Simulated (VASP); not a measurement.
# Si (Pm) in VASP: notebook

The runs below take Si through single point, with LDA.

All numbers are computed with VASP 6.6.1; they aren't measurements. Logs are shortened: lines on timing, memory, paths and dates and some standing lists are left out, and cuts for length are marked.

### 1 The cell of the first run

The structure is monoclinic, space group Pm (No. 6). Conventional cell: a = 4.869 Å, b = 5.328 Å, c = 5.162 Å, α = 90.00°, β = 118.14°, γ = 90.00°. Within 3.2 Å of Si (site symmetry 1) lie 8 Si at 2.44 to 2.88 Å. Si (site symmetry 1) has 9 Si at 2.44 to 3.17 Å within 3.2 Å. Si (site symmetry m) has 3 Si at 2.02 to 2.62 Å within 2.7 Å. Within 3.3 Å of Si (site symmetry m) lie 8 Si at 2.47 to 2.78 Å. Si (site symmetry m) has 5 Si at 2.02 to 2.70 Å within 2.7 Å. Within 3.3 Å of Si (site symmetry m) lie 8 Si at 2.47 to 2.78 Å.

### 2 Single point, LDA (atom 5 (Si) moved +0.450 Å towards its neighbour atom 7 (Si) at 2.473 Å)

Contents of INCAR:

```
PREC = Accurate ; ENCUT = 520
EDIFF = 1E-7 ; ISMEAR = 0
SIGMA = 0.15 ; LREAL = False
LASPH = True ; NELM = 60
ALGO = Normal ; ISIF = 2
LWAVE = False ; LCHARG = True
LELF = True ; LVHAR = True
NBANDS = 26
```

Contents of KPOINTS:

```
Automatic mesh
0
Gamma
  10 10 8
```

Contents of POSCAR:

```
Si
1.0
    4.5521371120     -2.4347064072      0.0000000000
    4.5521371120      2.4347064072      0.0000000000
    0.0000000000      0.0000000000      5.3276483626
Si
8
Direct
    0.5000000000      0.5000000000      0.7705063097
    0.5000000000      0.5000000000      0.2294936903
    1.0000000000      0.0000000000      0.2705063097
    0.0000000000      1.0000000000      0.7294936903
    0.6438864457      0.8258573169      0.5000000000
    0.2262158285      0.2262158285      0.0000000000
    0.2737841715      0.2737841715      0.5000000000
    0.7737841715      0.7737841715      0.0000000000
```

Potentials or basis: VASP PAW LDA potentials, release 64 (Si).

The run is started by

```console
$ cat potpaw_LDA.64/Si/POTCAR > POTCAR
$ mpirun -np 1 vasp_std > vasp.out
```

OUTCAR:

```text
PREC = Accurate
   ENCUT = 520
   EDIFF = 1E-7
   ISMEAR = 0
   LREAL = False
   LASPH = True
   NELM = 60
   ISIF = 2

 ion  position               nearest neighbor table
   1  0.500  0.500  0.771-   4 2.44   4 2.44   2 2.45   7 2.51   5 2.62   6 2.78   8 2.78   2 2.88

   2  0.500  0.500  0.229-   3 2.44   3 2.44   1 2.45   7 2.51   5 2.62   6 2.78   8 2.78   1 2.88

   3  0.000  0.000  0.271-   2 2.44   2 2.44   4 2.45   6 2.51   8 2.51   5 2.74   7 2.78   4 2.88

   4  0.000  0.000  0.729-   1 2.44   1 2.44   3 2.45   6 2.51   8 2.51   5 2.74   7 2.78   3 2.88

   5  0.644  0.826  0.500-   7 2.02   2 2.62   1 2.62   8 2.72   8 2.72   4 2.74   3 2.74   7 2.90

   6  0.226  0.226  0.000-   8 2.47   8 2.47   3 2.51   4 2.51   7 2.70   7 2.70   1 2.78   2 2.78

   7  0.274  0.274  0.500-   5 2.02   2 2.51   1 2.51   6 2.70   6 2.70   4 2.78   3 2.78   5 2.90

   8  0.774  0.774  0.000-   6 2.47   6 2.47   3 2.51   4 2.51   5 2.72   5 2.72   1 2.78   2 2.78

  LATTYP: Found a base centered orthorhombic cell.
 ALAT       =     4.8694128144
 B/A-ratio  =     1.8696862581
 C/A-ratio  =     1.0941048881

  Lattice vectors:

 A1 = (  -4.5521371120,  -2.4347064072,   0.0000000000)
 A2 = (   4.5521371120,  -2.4347064072,   0.0000000000)
 A3 = (   0.0000000000,   0.0000000000,   5.3276483626)

Analysis of symmetry for initial positions (statically):
=====================================================================
 Subroutine PRICEL returns:
 Original cell was already a primitive cell.

 Routine SETGRP: Setting up the symmetry group for a
 base centered orthorhombic supercell.

 Subroutine GETGRP returns: Found  2 space group operations
 (whereof  2 operations were pure point group operations)
 out of a pool of  8 trial point group operations.

The static configuration has the point symmetry C_1h.

Analysis of symmetry for dynamics (positions and initial velocities):
=====================================================================
 Subroutine PRICEL returns:
 Original cell was already a primitive cell.

 Routine SETGRP: Setting up the symmetry group for a
 base centered orthorhombic supercell.

 Subroutine GETGRP returns: Found  2 space group operations
 (whereof  2 operations were pure point group operations)
 out of a pool of  8 trial point group operations.

The dynamic configuration has the point symmetry C_1h.

 Subroutine INISYM returns: Found  2 space group operations
 (whereof  2 operations are pure point group operations),
 and found     1 'primitive' translations

----------------------------------------------------------------------------------------

                                     Primitive cell

  volume of cell :     118.0939

  direct lattice vectors                    reciprocal lattice vectors
     4.552137112 -2.434706407  0.000000000     0.109838519 -0.205363570  0.000000000
     4.552137112  2.434706407  0.000000000     0.109838519  0.205363570  0.000000000
     0.000000000  0.000000000  5.327648363     0.000000000  0.000000000  0.187700076

  length of vectors
     5.162339351  5.162339351  5.327648363     0.232892027  0.232892027  0.187700076

  position of ions in fractional coordinates (direct lattice)
     0.500000000  0.500000000  0.770506310
     0.500000000  0.500000000  0.229493690
     0.000000000  0.000000000  0.270506310
     0.000000000  0.000000000  0.729493690
     0.643886446  0.825857317  0.500000000
     0.226215829  0.226215829  0.000000000
     0.273784171  0.273784171  0.500000000
     0.773784171  0.773784171  0.000000000

  ion indices of the primitive-cell ions
   primitive index   ion index
                 1           1
                 2           2
                 3           3
                 4           4
                 5           5
                 6           6
                 7           7
                 8           8

----------------------------------------------------------------------------------------

 KPOINTS: Automatic mesh

Automatic generation of k-mesh.
 Grid dimensions read from file:
 generate k-points for:   10   10    8

 Generating k-lattice:

  Cartesian coordinates                     Fractional coordinates (reciprocal lattice)
     0.010983852 -0.020536357  0.000000000     0.100000000  0.000000000  0.000000000
     0.010983852  0.020536357  0.000000000     0.000000000  0.100000000  0.000000000
     0.000000000  0.000000000  0.023462509     0.000000000  0.000000000  0.125000000

  Length of vectors
     0.023289203  0.023289203  0.023462509

  Shift w.r.t. Gamma in fractional coordinates (k-lattice)
     0.000000000  0.000000000  0.000000000

 Subroutine IBZKPT returns following result:
 ===========================================

 Found    260 irreducible k-points:

 Following reciprocal coordinates:
            Coordinates               Weight
  0.000000  0.000000  0.000000      1.000000
  0.100000 -0.000000  0.000000      2.000000
  0.000000 -0.100000  0.000000      2.000000
  0.200000 -0.000000  0.000000      2.000000
  0.000000 -0.200000  0.000000      2.000000
  0.300000  0.000000  0.000000      2.000000
[... 16 lines left out ...]
 -0.300000  0.100000  0.000000      2.000000
 -0.100000  0.300000  0.000000      2.000000
 [... further k-points ...]
   k-points           NKPTS =    260   k-points in BZ     NKDIM =    260   number of bands    NBANDS=     26
   number of dos      NEDOS =    301   number of ions     NIONS =      8
   total plane-waves  NPLWV =  64000
   dimension x,y,z NGX =    40 NGY =   40 NGZ =   40
   dimension x,y,z NGXF=    80 NGYF=   80 NGZF=   80
   ions per type =               8
   NGX,Y,Z   is equivalent  to a cutoff of  12.88, 12.88, 12.48 a.u.
   NGXF,Y,Z  is equivalent  to a cutoff of  25.76, 25.76, 24.96 a.u.
 SYSTEM =  unknown system
   PREC   = accura    normal or accurate (medium, high low for compatibility)
   ISTART =      0    job   : 0-new  1-cont  2-samecut
   ICHARG =      2    charge: 1-file 2-atom 10-const
   ISPIN  =      1    spin polarized calculation?
   LNONCOLLINEAR =      F non collinear calculations
   LSORBIT =      F    spin-orbit coupling
   LASPH  =      T    aspherical Exc in radial PAW
   ENCUT  =  520.0 eV  38.22 Ry    6.18 a.u.   9.60  9.60  9.91*2*pi/ulx,y,z
   NELM   =     60;   NELMIN=  2; NELMDL= -5     # of ELM steps
   EDIFF  = 0.1E-06   stopping-criterion for ELM
   LREAL  =      F    real-space projection
   EDIFFG = 0.1E-05   stopping-criterion for IOM
   NSW    =      0    number of steps for IOM
   IBRION =     -1    ionic relax: 0-MD 1-quasi-New 2-CG
   NFREE  =      0    steps in history (QN), initial steepest desc. (CG)
   ISIF   =      2    stress and relaxation
   ISYM   =      2    0-nonsym 1-usesym 2-fastsym
   POTIM  = 0.5000    time-step for ionic-motion
   TEBEG  =    0.0;   TEEND  =   0.0 temperature during run
   PSTRESS=    0.0 pullay stress
   NELECT =      32.0000    total number of electrons
   NUPDOWN=      -1.0000    fix difference up-down
   EMIN   =  10.00;   EMAX   =-10.00  energy-range for DOS
   EFERMI =   0.00;   METHOD = LEGACY
   ISMEAR =     0;   SIGMA  =   0.15  broadening in eV -4-tet -1-fermi 0-gaus
   EFERMI_NEDOS =   21; number of points for ismear=-14 and -15
   IALGO  =     38    algorithm
   IMIX   =      4    mixing-type and parameters
     AMIX     =   0.40;   BMIX     =  1.00
     AMIX_MAG =   1.60;   BMIX_MAG =  1.00
  volume/ion in A,a.u.               =      14.76        99.62
  Fermi-wavevector in a.u.,A,eV,Ry     =   1.059373  2.001925 15.269433  1.122272
  Thomas-Fermi vector in A             =   2.194716
   LORBIT       =      0    0 simple, 1 ext, 2 COOP (PROOUT), +10 PAW based schemes
   GGA     = CA    functional components
   LHFCALC =     F    Hartree Fock is set to
   AEXX    =    0.0000 exact exchange contribution
   IVDW    =     0    specifies the selected vdW correction
   LEPSILON=     F    determine dielectric tensor
   LRPA    =     F    only Hartree local field effects (RPA)
 non-spin polarized calculation
 Gauss-broadening in eV      SIGMA  =   0.15
  energy-cutoff  :      520.00
  volume of cell :      118.09
 maximum number of plane-waves:      3202
 NGX is ok and might be reduce to    40
   NGX = 19   NGY = 19   NGZ = 19

 number of electron      31.9999999 magnetization

 Free energy of the ion-electron system (eV)
  ---------------------------------------------------
  ext. energy  EPLUGINS =         0.00000000
  ---------------------------------------------------
  free energy    TOTEN  =       -44.89703823 eV

  energy without entropy =      -44.86742317  energy(sigma->0) =      -44.88223070

 E-fermi :   9.5501     XC(G=0): -11.1053

 val. band max:        9.5468193861   @ k =  -0.4000   0.2000   0.5000
 cond. band min:       9.5501625984   @ k =  -0.4000   0.3000   0.0000
 fundamental gap:      0.0033432122
 Fermi energy:         9.5500681932

 k-point     1 :       0.0000    0.0000    0.0000
  band No.  band energies     occupation
      1      -4.5415      2.00000
      2       0.2325      2.00000
      3       0.4878      2.00000
      4       1.7052      2.00000
      5       2.2713      2.00000
      6       2.5054      2.00000
[... 18 lines left out ...]
     25      15.7899      0.00000
     26      16.7441      0.00000

 k-point     2 :       0.1000   -0.0000    0.0000
  band No.  band energies     occupation
      1      -4.4658      2.00000
      2       0.2580      2.00000
      3       0.5620      2.00000
      4       1.3204      2.00000
      5       1.7084      2.00000
      6       2.3225      2.00000
[... 18 lines left out ...]
     25      15.8449      0.00000
     26      16.0215      0.00000

 k-point     3 :       0.0000   -0.1000    0.0000
  band No.  band energies     occupation
      1      -4.4661      2.00000
      2       0.2644      2.00000
      3       0.5618      2.00000
      4       1.3490      2.00000
      5       1.6907      2.00000
      6       2.2413      2.00000
[... 572 lines left out ...]
 k-point    23 :      -0.3000    0.1000    0.0000
  band No.  band energies     occupation
      1      -3.5560      2.00000
      2      -1.3068      2.00000
      3       0.0293      2.00000
      4       1.4166      2.00000
      5       1.4742      2.00000
      6       1.9244      2.00000
[... 18 lines left out ...]
     25      15.0508      0.00000
     26      15.4243      0.00000

 k-point    24 :      -0.1000    0.3000    0.0000
  band No.  band energies     occupation
      1      -3.5625      2.00000
      2      -1.2671      2.00000
      3      -0.0063      2.00000
      4       1.4077      2.00000
      5       1.4701      2.00000
      6       1.8831      2.00000
[... 18 lines left out ...]
     25      14.9240      0.00000
     26      15.4394      0.00000

 [... further k-points ...]
[... 5 lines left out ...]
  --------------------------------------------------------------------------------------
  -------------------------------------------------------------------------------------
  Total       -0.7292931      9.7964559     -0.7117049      0.8229298      0.0000000      0.0000000
  in kB       -9.8943026    132.9082953     -9.6556839     11.1646695      0.0000000      0.0000000
  external PRESSURE =      37.7861029 kB  Pullay stress =       0.0000000 kB

 VOLUME and BASIS-vectors are now :
 -----------------------------------------------------------------------------
  energy-cutoff  :      520.00
  volume of cell :      118.09
      direct lattice vectors                 reciprocal lattice vectors
     4.552137112 -2.434706407  0.000000000     0.109838519 -0.205363570  0.000000000
     4.552137112  2.434706407  0.000000000     0.109838519  0.205363570  0.000000000
     0.000000000  0.000000000  5.327648363     0.000000000  0.000000000  0.187700076

 POSITION                                       TOTAL-FORCE (eV/Angst)
 -----------------------------------------------------------------------------------
      4.55214      0.00000      4.10499         0.215784      0.111831     -0.124075
      4.55214      0.00000      1.22266         0.215784      0.111831      0.124075
      0.00000      0.00000      1.44116        -0.011847      0.148588      0.070871
      0.00000      0.00000      3.88649        -0.011847      0.148588     -0.070871
      6.69048      0.44305      2.66382        -1.224018     -6.103545      0.000000
      2.05953      0.00000      0.00000         0.100762      0.205694      0.000000
      2.49261      0.00000      2.66382         0.808414      5.325138      0.000000
      7.04474      0.00000      0.00000        -0.093032      0.051876      0.000000
 -----------------------------------------------------------------------------------
    total drift:                               -0.000005      0.000002     -0.000000

  FREE ENERGIE OF THE ION-ELECTRON SYSTEM (eV)
  ---------------------------------------------------
  free  energy   TOTEN  =       -44.8970382307 eV

  energy  without entropy=      -44.8674231728  energy(sigma->0) =      -44.88223070
```

Wall time 17 min (1 thread of AMD EPYC 7R43 (Zen 3), shared host); peak memory 0.52 GiB.

What came out:

- Free energy: -44.8970 eV
- Pressure: 3.8 GPa
- Largest force: 6.225 eV/Å
- Band gap on the k mesh: zero (band 16 reaches 10.68 eV, above the bottom of band 17 at 7.80 eV)

Forces in eV/Å, atoms in the order of the input:
```
Si   0.216  0.112 -0.124
Si   0.216  0.112  0.124
Si  -0.012  0.149  0.071
Si  -0.012  0.149 -0.071
Si  -1.224 -6.104  0.000
Si   0.101  0.206  0.000
Si   0.808  5.325  0.000
Si  -0.093  0.052  0.000
```

Levels at points of the mesh, in eV from the Fermi level:
| k point | band 12 | band 13 | band 14 | band 15 | band 16 | band 17 | band 18 | band 19 | band 20 | band 21 |
| --- | --- | --- | --- | --- | --- | --- | --- | --- | --- | --- |
| (0.00, 0.00, 0.00) | -2.68 | -2.45 | -2.38 | -2.04 | -1.98 | -1.75 | -1.71 | -1.62 | 1.27 | 1.40 |
| (0.50, 0.00, 0.00) | -3.45 | -2.19 | -1.99 | -0.69 | -0.11 | 1.80 | 2.03 | 2.19 | 2.32 | 3.22 |
| (0.00, 0.50, 0.00) | -3.58 | -2.18 | -2.11 | -0.70 | -0.16 | 2.05 | 2.22 | 2.30 | 2.31 | 2.84 |
| (0.50, 0.50, 0.00) | -2.71 | -2.48 | -2.10 | -1.66 | 0.47 | 0.67 | 1.75 | 1.95 | 2.55 | 2.85 |
| (0.00, 0.00, 0.50) | -4.38 | -4.34 | -3.87 | -2.79 | -2.67 | 2.50 | 2.66 | 3.12 | 3.45 | 3.66 |
| (0.50, 0.00, 0.50) | -1.34 | -1.18 | -1.06 | -0.23 | 0.04 | 0.13 | 0.22 | 0.46 | 1.09 | 2.37 |
| (0.00, 0.50, 0.50) | -1.31 | -1.16 | -0.99 | -0.27 | -0.12 | 0.14 | 0.25 | 0.49 | 1.11 | 2.46 |
| (0.50, 0.50, 0.50) | -1.45 | -1.39 | -1.34 | -1.21 | -0.55 | -0.51 | -0.46 | 1.45 | 2.06 | 2.15 |

Caveat: the cell differs from its parent crystal (atom 5 (Si) moved +0.450 Å towards its neighbour atom 7 (Si) at 2.473 Å); forces of over 1 eV/Å act on the atoms, so gaps and moduli don't describe the material at rest.

### 3 Single point, LDA (atom 5 (Si) moved -0.270 Å towards its neighbour atom 7 (Si) at 2.473 Å)

Contents of INCAR:

```
PREC = Accurate
ENCUT = 520
EDIFF = 1E-6
ISMEAR = 0
SIGMA = 0.15
LREAL = False
LASPH = True
NELM = 100
ALGO = Normal
ISIF = 2
LWAVE = False
LCHARG = False
NBANDS = 26
```

Contents of KPOINTS:

```
regular mesh
0
Gamma
  10 10 8
```

Changes to POSCAR since step 2:

```diff
@@ -12,3 +12,3 @@
     0.0000000000      1.0000000000      0.7294936903
-    0.6438864457      0.8258573169      0.5000000000
+    0.7756134582      0.6664309355      0.5000000000
     0.2262158285      0.2262158285      0.0000000000
```

Potentials or basis: VASP PAW LDA potentials, release 64 (Si).

The run is started by

```console
$ cat potpaw_LDA.64/Si/POTCAR > POTCAR
$ mpirun -np 1 vasp_std > vasp.out
```

Run time: 7.6 min. Hardware: 1 thread of Intel Xeon Platinum 8124M at 3.00GHz (Skylake/Cascade Lake), shared host; peak memory 0.59 GiB.

It converged, with:

| Property | Result |
| --- | --- |
| Free energy | -45.6875 eV |
| Pressure | 1.3 GPa |
| Largest force | 2.313 eV/Å |
| Band gap on the k mesh | zero (band 16 reaches 10.79 eV, above the bottom of band 17 at 7.64 eV) |

Forces on the atoms (eV/Å):
```
Si  -0.036 -0.028  0.036
Si  -0.036 -0.028 -0.036
Si  -0.053 -0.113  0.065
Si  -0.053 -0.113 -0.065
Si  -0.086  2.312  0.000
Si  -0.030 -0.137  0.000
Si   0.272 -1.882  0.000
Si   0.023 -0.012  0.000
```

Stress tensor (GPa, compression positive):
```
 0.13 -0.24  0.00
-0.24  4.13  0.00
 0.00  0.00 -0.37
```

Levels at points of the mesh, in eV from the Fermi level:
| k point | band 12 | band 13 | band 14 | band 15 | band 16 | band 17 | band 18 | band 19 | band 20 | band 21 |
| --- | --- | --- | --- | --- | --- | --- | --- | --- | --- | --- |
| (0.00, 0.00, 0.00) | -2.56 | -2.47 | -2.33 | -2.02 | -1.94 | -1.91 | -1.80 | -1.68 | 1.23 | 1.57 |
| (0.50, 0.00, 0.00) | -3.55 | -2.28 | -2.11 | -0.60 | -0.26 | 2.16 | 2.24 | 2.27 | 2.49 | 2.86 |
| (0.00, 0.50, 0.00) | -3.63 | -2.14 | -2.02 | -0.60 | -0.24 | 2.10 | 2.20 | 2.22 | 2.27 | 3.10 |
| (0.50, 0.50, 0.00) | -2.70 | -2.51 | -1.99 | -1.67 | 0.47 | 0.88 | 1.62 | 1.83 | 2.60 | 2.98 |
| (0.00, 0.00, 0.50) | -4.43 | -4.28 | -4.02 | -2.80 | -2.75 | 2.71 | 2.75 | 3.30 | 3.30 | 3.60 |
| (0.50, 0.00, 0.50) | -1.31 | -1.19 | -1.08 | -0.03 | 0.05 | 0.14 | 0.29 | 0.37 | 0.78 | 2.70 |
| (0.00, 0.50, 0.50) | -1.35 | -1.21 | -1.09 | -0.18 | 0.11 | 0.17 | 0.23 | 0.45 | 0.78 | 2.67 |
| (0.50, 0.50, 0.50) | -1.56 | -1.53 | -1.26 | -1.12 | -0.64 | -0.59 | -0.52 | 1.89 | 2.05 | 2.16 |

Caveat: the cell differs from its parent crystal (atom 5 (Si) moved -0.270 Å towards its neighbour atom 7 (Si) at 2.473 Å); forces of over 1 eV/Å act on the atoms, so gaps and moduli don't describe the material at rest.
